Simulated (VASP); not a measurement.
Wanted: the native input for a VASP 6.6.1 run.

```
Task                   : relaxation of shape and atoms at fixed volume
Functional             : r2SCAN
Potentials or basis    : VASP PAW PBE potentials, release 64 (Cu)
Cutoff                 : 600 eV
k mesh                 : 20 × 20 × 20
Occupations            : gaussian, width 0.1 eV
Spin                   : no spin polarisation
Dipole correction      : no
Further INCAR settings : ALGO = Normal; EDIFF = 1e-06; IBRION = 2; EDIFFG = -0.01; NSW = 50; ISIF = 4
```

The system is Cu.

```
Cu
1.0
    -1.49994    1.49994    1.40314
     1.49994   -1.49994    1.40314
     1.49994    1.49994   -1.40314
Cu
1
Direct
  0.00000 0.00000 0.00000
```

These files were run (other wordings do the same):

POSCAR

```
Cu
1.0
   -1.4999376236      1.4999376236      1.4031404901
    1.4999376236     -1.4999376236      1.4031404901
    1.4999376236      1.4999376236     -1.4031404901
Cu
1
Direct
    0.0000000000      0.0000000000      0.0000000000
```

INCAR.step1

```
SYSTEM = Cu
PREC = Accurate
ENCUT = 600
ISMEAR = 0
SIGMA = 0.1
LREAL = .False.
LASPH = .True.
NELM = 60
GGA = PE
ALGO = Normal
EDIFF = 1E-4
LWAVE = .True.
LCHARG = .False.
```

INCAR.step2

```
SYSTEM = Cu
PREC = Accurate
ENCUT = 600
EDIFF = 1E-6
ISMEAR = 0
SIGMA = 0.1
LREAL = .False.
LASPH = .True.
NELM = 60
ALGO = Normal
ISIF = 4
LWAVE = .False.
LCHARG = .False.
METAGGA = R2SCAN
LMIXTAU = .True.
IBRION = 2
NSW = 50
EDIFFG = -0.01
ISTART = 1
```

KPOINTS

```
regular mesh
0
Gamma
  20 20 20
  0 0 0
```

Potentials or basis: VASP PAW PBE potentials, release 64 (Cu).

Launch:

```console
$ cat potpaw_PBE.64/Cu/POTCAR > POTCAR
$ cp INCAR.step1 INCAR
$ mpirun -np 1 vasp_std > vasp.out
$ cp INCAR.step2 INCAR
$ mpirun -np 1 vasp_std > vasp.out
```

It gave:

```json
{"Energy gained by relaxing": "0.2 meV/atom", "Ionic steps": "6", "Pressure after relaxing": "-11.2 GPa", "Band gap on the k mesh": "zero (an odd number of electrons rules out a gap without spin polarisation)"}
```

Caveat: the PAW data sets were made with another functional, which shifts forces and pressure a little.

Run time: 9.8 min on 1 thread of AMD EPYC 9R45 96-Core Processor (Zen 5) (shared host), peak memory 0.19 GiB.
